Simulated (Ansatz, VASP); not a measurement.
Two plane-wave programs on C

INCAR

```
SYSTEM = C
PREC = Accurate ; ENCUT = 910
EDIFF = 1E-6 ; ISMEAR = 0
SIGMA = 0.05 ; LREAL = .False.
LASPH = .True. ; NELM = 120
ALGO = Normal ; ISIF = 2
LWAVE = .False. ; LCHARG = .False.
NBANDS = 11 ; GGA_COMPAT = .False.
```

Contents of KPOINTS:

```
regular mesh
0
Gamma
  12 12 12
  0 0 0
```

The input POSCAR:

```
C
1.0
    0.0000000000      1.8010855087      1.8275720603
    1.6686527507      0.0000000000      1.8275720603
    1.6686527507      1.8010855087      0.0000000000
C
2
Direct
    0.5000000000      0.5000000000      0.5000000000
    0.7500000000      0.7500000000      0.7500000000
```

Input for Ansatz:

```yaml
crystal:
  lattice:
    - [0.0, 1.8010855087, 1.8275720603]
    - [1.6686527507, 0.0, 1.8275720603]
    - [1.6686527507, 1.8010855087, 0.0]
  atoms:
    - { symbol: C, position: [0.5, 0.5, 0.5] }
    - { symbol: C, position: [0.75, 0.75, 0.75] }
basis:
  ecutwfc: 520.0
kpoints:
  mp_grid: { grid: [12, 12, 12] }
hamiltonian:
  xc: lda
  pseudopotentials: { kind: paw, azcp: { folder: soft_1 } }
scf:
  occupations: { method: gaussian, width: 0.05 }
output:
  forces: true
  stress: true
  eigenvalues: true
```

Change from the starting cell: strain +e along x and -e along y -0.0375, strain +e along z and -e/2 along x and y +0.0350.

Alike in both runs: task single point; functional LDA; k mesh 12 × 12 × 12; occupations gaussian, width 0.05 eV; no spin polarisation.

|  | VASP | Ansatz |
| --- | --- | --- |
| version | VASP 6.6.1 | Ansatz 0.2.0 |
| potentials or method | VASP PAW LDA potentials, release 64 (C_h), cutoff 910 eV | scalar-relativistic, plane waves, PAW |
| valence electrons in the cell | 8 | 8 |

|  | VASP | Ansatz | Ansatz less VASP |
| --- | --- | --- | --- |
| gap on the k mesh at the Fermi level (eV) | 2.12 | 2.12 | +0.009 |
| least direct gap on the mesh (eV) | 4.23 | 4.23 | -0.002 |

Ansatz warns that its potentials were made for another functional, while VASP's fit it. LDA's correlation is that of Perdew and Zunger in VASP and of Perdew and Wang (1992) in Ansatz.

Noted on VASP's run: the cutoff is short for stress, so the pressure is rough.
